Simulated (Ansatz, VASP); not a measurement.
One calculation of Eu, two programs

INCAR

```
SYSTEM = Eu
PREC     = Accurate       ! precision mode
ENCUT    = 520            ! plane-wave cutoff, eV
EDIFF    = 1E-6           ! SCF threshold, eV
ISMEAR   = 1              ! smearing method
SIGMA    = 0.2            ! smearing width, eV
LREAL    = .False.        ! projectors in reciprocal space
LASPH    = .True.         ! aspherical terms in the spheres
NELM     = 150            ! most SCF steps
ALGO     = Normal         ! electronic algorithm
ISIF     = 2              ! what is computed and relaxed
LWAVE    = .False.        ! write WAVECAR
LCHARG   = .False.        ! write CHGCAR
ISPIN    = 2              ! spin polarisation
MAGMOM   = 6.925          ! initial moments
LORBIT   = 11             ! projections on sites
LMAXMIX  = 6              ! l up to which the mixer works
GGA      = CA             ! functional
NBANDS   = 18             ! bands
```

KPOINTS

```
regular mesh
0
Gamma
  11 11 11
  0 0 0
```

Contents of POSCAR:

```
Eu
1.0
   -2.0544259245      2.0544259245      2.0544259245
    2.0544259245     -2.0544259245      2.0544259245
    2.0544259245      2.0544259245     -2.0544259245
Eu
1
Direct
    0.0000000000      0.0000000000      0.0000000000
```

Input for Ansatz:

```yaml
crystal:
  lattice:
    - [-2.0544259245, 2.0544259245, 2.0544259245]
    - [2.0544259245, -2.0544259245, 2.0544259245]
    - [2.0544259245, 2.0544259245, -2.0544259245]
  atoms:
    - { symbol: Eu, position: [0.0, 0.0, 0.0], spin: 6.925 }
hamiltonian:
  xc: lda
  pseudopotentials:
    kind: paw
    azcp:
      Eu: "pseudopotentials/Eu.paw.azcp"
basis:
  ecutwfc: 420
  fft_grid_basis: typed
kpoints:
  mp_grid: { grid: [11, 11, 11], shift: [0, 0, 0] }
magnetization:
  spin_polarized: true
scf:
  occupations: { method: methfessel_paxton, width: 0.2 }
  lower_state_search: "off"
output:
  stress: true
  write_density: true
  write_potential: true
  elf: true
  volumetric_format: npy
```

Alike in both runs: task single point; functional LDA; k mesh 11 × 11 × 11; occupations methfessel-paxton of order 1, width 0.2 eV; collinear spin.

|  | VASP | Ansatz |
| --- | --- | --- |
| version | VASP 6.6.1 | Ansatz 0.2.0 |
| potentials or method | VASP PAW PBE potentials, release 64 (Eu), cutoff 520 eV | plane waves (420 eV) with PAW, scalar-relativistic |
| valence electrons in the cell | 17 | 17 |

Ansatz gave:

* pressure (GPa): -0.1
* net moment per atom (μB): 7.26
* size of the moment on the site where the two differ most (μB): 6.98

Q: Which values does VASP return?

A: Pressure (GPa): -0.4; net moment per atom (μB): 7.19; size of the moment on the site where the two differ most (μB): 6.67.

VASP's potentials were made for PBE, not for LDA, and Ansatz warns of the same on its side. LDA's correlation is that of Perdew and Zunger in VASP and of Perdew and Wang (1992) in Ansatz. Site moments also hang on the region over which each program counts them. Ansatz's warnings: stability check not made.

Neither program's run includes spin-orbit coupling.
